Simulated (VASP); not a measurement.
**LaScCl6: single point with PBE**

LaScCl6:

```
La Sc Cl
1.0
     0.00000    5.28605    5.28605
     5.28605    0.00000    5.28605
     5.28605    5.28605    0.00000
La Sc Cl
1 1 6
Cartesian
  0.0000 0.0000 0.0000
  5.2860 5.2860 5.2860
  7.7845 5.2860 5.2860
  2.7876 5.2860 5.2860
  5.2860 7.7845 5.2860
  5.2860 2.7876 5.2860
  5.2860 5.2860 7.7845
  5.2860 5.2860 2.7876
```

```yaml
Program: VASP 6.6.1
Task: single point
Functional: PBE
Potentials_or_basis: VASP PAW PBE potentials, release 64 (La, Sc_sv, Cl)
Cutoff: 520 eV
k_mesh: 4 × 4 × 4
Occupations: gaussian, width 0.1 eV
Spin: no spin polarisation
Dipole_correction: no
Further_INCAR_settings: ALGO = Normal; EDIFF = 1e-07; NBANDS = 42
```

* Pressure: 0.0 GPa
* Largest force: 0.034 eV/Å
* Band gap on the k mesh: 3.35 eV, direct

Forces on the atoms (eV/Å):
```
La   0.000  0.000  0.000
Sc   0.000  0.000  0.000
Cl   0.034  0.000  0.000
Cl  -0.034  0.000  0.000
Cl   0.000  0.034  0.000
Cl   0.000 -0.034  0.000
Cl   0.000  0.000  0.034
Cl   0.000  0.000 -0.034
```

Levels at points of the mesh, in eV from the valence-band top:
```tsv
k point	band 30	band 31	band 32	band 33	band 34	band 35
(0.00, 0.00, 0.00)	0.00	0.00	0.00	3.35	3.35	3.35
(0.50, 0.00, 0.00)	-0.32	-0.32	-0.25	3.62	3.62	3.62
(0.50, 0.50, 0.00)	-0.55	-0.55	0.00	3.36	3.91	3.92
```

It took 3.4 min on 1 thread of Intel Xeon 6975P-C, on a shared host, peak memory 0.48 GiB.

Caveat: spin-orbit coupling is left out, which moves the levels of the heavy elements. A k mesh can miss the band edges.
